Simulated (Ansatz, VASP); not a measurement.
## AlN in VASP and in Ansatz

Contents of INCAR:

```
SYSTEM = AlN
  ALGO = Normal
  EDIFF = 1E-6
  EDIFFG = -0.002
  ENCUT = 520
  GGA = PS
  IBRION = 2
  ISIF = 2
  ISMEAR = 0
  LASPH = .True.
  LCHARG = .False.
  LREAL = .False.
  LWAVE = .False.
  NELM = 100
  NSW = 50
  PREC = Accurate
  SIGMA = 0.01
```

The input KPOINTS:

```
k-points
0
Gamma
  8 8 6
  0 0 0
```

Contents of POSCAR:

```
AlN
1.0
    3.1138302227      0.0077845756      0.0077845756
   -1.5501734712      2.6927637881      0.0028493524
    0.0124571318      0.0124571318      4.9828527301
Al N
2 2
Direct
    0.3333333333      0.6666666667     -0.0010085685
    0.6666666667      0.3333333333      0.4989914315
    0.3333333333      0.6666666667      0.3810085685
    0.6666666667      0.3333333333      0.8810085685
```

Input for Ansatz:

```yaml
crystal:
  lattice:
    - [3.11383022268, 0.00778457555, 0.00778457556]
    - [-1.55017347115, 2.69276378814, 0.00284935241]
    - [0.01245713183, 0.01245713183, 4.98285273008]
  atoms:
    - { symbol: Al, position: [0.333333333333, 0.666666666667, -0.001008568487] }
    - { symbol: Al, position: [0.666666666667, 0.333333333333, 0.498991431513] }
    - { symbol: "N", position: [0.333333333333, 0.666666666667, 0.381008568487] }
    - { symbol: "N", position: [0.666666666667, 0.333333333333, 0.881008568487] }
kpoints:
  mp_grid: { grid: [8, 8, 6] }
scf:
  occupations: { method: fixed }
  convergence: { dr2_threshold: 1.0e-10 }
hamiltonian:
  xc: pbesol
  pseudopotentials: { kind: all_electron, lapw: { basis_error: 0.0005 } }
output:
  forces: true
  stress: true
  eigenstates:
    kpoints:
      - [0.0, 0.0, 0.0]
      - [0.5, -0.5, -0.335947233]
      - [0.0, 0.5, -0.335947233]
      - [0.5, 0.0, -0.335947233]
      - [-0.666666667, 0.333333333, 0.0]
      - [0.0, 0.0, -0.5]
      - [-0.5, 0.0, 0.0]
      - [-0.5, 0.5, 0.0]
      - [0.0, -0.5, 0.0]
      - [-0.5, 0.0, -0.5]
      - [-0.5, 0.5, -0.5]
      - [0.0, -0.5, -0.5]
relax:
  f_tol: 0.002
  max_steps: 30
```

Change from the starting cell: equal xy, yz and zx engineering shears of +0.5 %.

Alike in both runs: task relaxation of the atoms; functional PBEsol; k mesh 8 × 8 × 6; no spin polarisation.

```csv
,VASP,Ansatz
version,VASP 6.6.1,Ansatz 0.2.0
potentials or method,"VASP PAW PBE potentials, release 64 (Al, N), cutoff 520 eV","all-electron LAPW, scalar-relativistic"
occupations,"gaussian, width 0.01 eV",fixed
```

```tsv
	VASP	Ansatz	Ansatz less VASP
gap on the k mesh at the Fermi level, each at its own relaxed structure (eV)	4.11	4.10	-0.006
```

VASP's potentials were made for PBE, not for PBEsol. Ansatz ran all-electron here, and VASP with PAW potentials.
